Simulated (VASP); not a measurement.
Write the native input for VASP 6.6.1 that does the following.

- Task: relaxation of cell and atoms
- Functional: PBE
- Potentials or basis: VASP PAW PBE potentials, release 64 (Ag)
- Cutoff: 500 eV
- k mesh: 8 × 8 × 8
- Occupations: fermi-dirac, width 0.05 eV
- Spin: no spin polarisation
- Target pressure: 30 GPa
- Dipole correction: no
- Further INCAR settings: ALGO = Normal; EDIFF = 1e-07; IBRION = 2; EDIFFG = -0.03; NSW = 80; ISIF = 3

The structure of Ag lies in POSCAR:

```
Ag
1.0
    0.0000000000      2.8100000000      2.8100000000
    2.8100000000      0.0000000000      2.8100000000
    2.8100000000      2.8100000000      0.0000000000
Ag
2
Direct
    1.0000000000      1.0000000000      1.0000000000
    0.2500000000      0.2500000000      0.2500000000
```

This isn't the form of Ag at room conditions, which is fcc.

These files were run (other wordings do the same):

INCAR

```
PREC = Accurate ; ENCUT = 500
EDIFF = 1E-7 ; ISMEAR = -1
SIGMA = 0.05 ; LREAL = F
LASPH = T ; NELM = 120
ALGO = Normal ; ISIF = 3
LWAVE = F ; LCHARG = F
GGA = PE ; IBRION = 2
NSW = 80 ; EDIFFG = -0.03
PSTRESS = 300.0 ; GGA_COMPAT = F
NELMIN = 4
```

KPOINTS

```
Automatic mesh
0
Gamma
  8 8 8
```

Potentials or basis: VASP PAW PBE potentials, release 64 (Ag).

Command:

```bash
$ cat potpaw_PBE.64/Ag/POTCAR > POTCAR
$ mpirun -np 1 vasp_std > vasp.out
```

It gave:

```yaml
Relaxed_volume: 20.88 Å³/atom
Relaxed_cell: a = 3.895 Å, b = 3.895 Å, c = 3.895 Å, α = 60.00°, β = 60.00°, γ = 60.00°
Space_group_after_relaxing_to_0.1_Å: Fd-3m (No. 227)
Energy_change_on_relaxing_the_run_minimises_the_enthalpy: +205.5 meV/atom
Ionic_steps: 4
Pressure_after_relaxing: 29.9 GPa
Band_gap_on_the_k_mesh: zero (bands 11 and 12 overlap by 1.40 eV)
```

Caveat: the cell is relaxed towards a set pressure, so the run minimises the enthalpy, not the energy.

It took 38 s on 1 thread of Intel(R) Xeon(R) Platinum 8488C (Sapphire Rapids), with other jobs on the host, peak memory 0.18 GiB.
